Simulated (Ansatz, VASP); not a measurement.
**One calculation of Mo, two programs**

Contents of INCAR:

```
SYSTEM = Mo
ALGO = Fast ; EDIFF = 1E-7
ENCUT = 520 ; GGA = PE
ISIF = 2 ; ISMEAR = 0
LASPH = .True. ; LCHARG = .False.
LREAL = .False. ; LWAVE = .False.
NBANDS = 13 ; NELM = 100
PREC = Accurate ; SIGMA = 0.15
```

KPOINTS

```
k-points
0
Gamma
  26 26 26
  0 0 0
```

Contents of POSCAR:

```
Mo
1.0
   -1.5012084634      1.5012084634      1.5407139493
    1.5012084634     -1.5012084634      1.5407139493
    1.5012084634      1.5012084634     -1.5407139493
Mo
1
Direct
    0.0000000000      0.0000000000      0.0000000000
```

Input for Ansatz:

```yaml
crystal:
  lattice:
    - [-1.5012084634, 1.5012084634, 1.5407139493]
    - [1.5012084634, -1.5012084634, 1.5407139493]
    - [1.5012084634, 1.5012084634, -1.5407139493]
  atoms:
    - { symbol: Mo, position: [0.0, 0.0, 0.0] }
basis:
  ecutwfc: 420
kpoints:
  mp_grid: { grid: [26, 26, 26] }
hamiltonian:
  xc: pbe
scf:
  occupations: { method: gaussian, width: 0.15 }
output:
  forces: true
  stress: true
  eigenvalues: true
```

Change from the starting cell: strain -0.050 along x and y, -0.025 along z, atoms carried along.

Alike in both runs: task single point; functional PBE; k mesh 26 × 26 × 26; occupations gaussian, width 0.15 eV; no spin polarisation.

|  | VASP | Ansatz |
| --- | --- | --- |
| version | VASP 6.6.1 | Ansatz 0.2.0 |
| potentials or method | VASP PAW PBE potentials, release 64 (Mo_sv), cutoff 520 eV | scalar-relativistic, plane waves, PAW |
| valence electrons in the cell | 14 | 14 |

```tsv
	VASP	Ansatz	Ansatz less VASP
gap on the k mesh at the Fermi level (eV)	none	none	-
pressure (GPa)	44.4	43.5	-0.93
traceless stress, the component that is largest in VASP (GPa)	-6.87	-6.88	-0.008
```

A gap of «none» marks a metal or a gap that the smearing closes. Both programs put the cell under a high pressure, so it lies far from rest at this level.
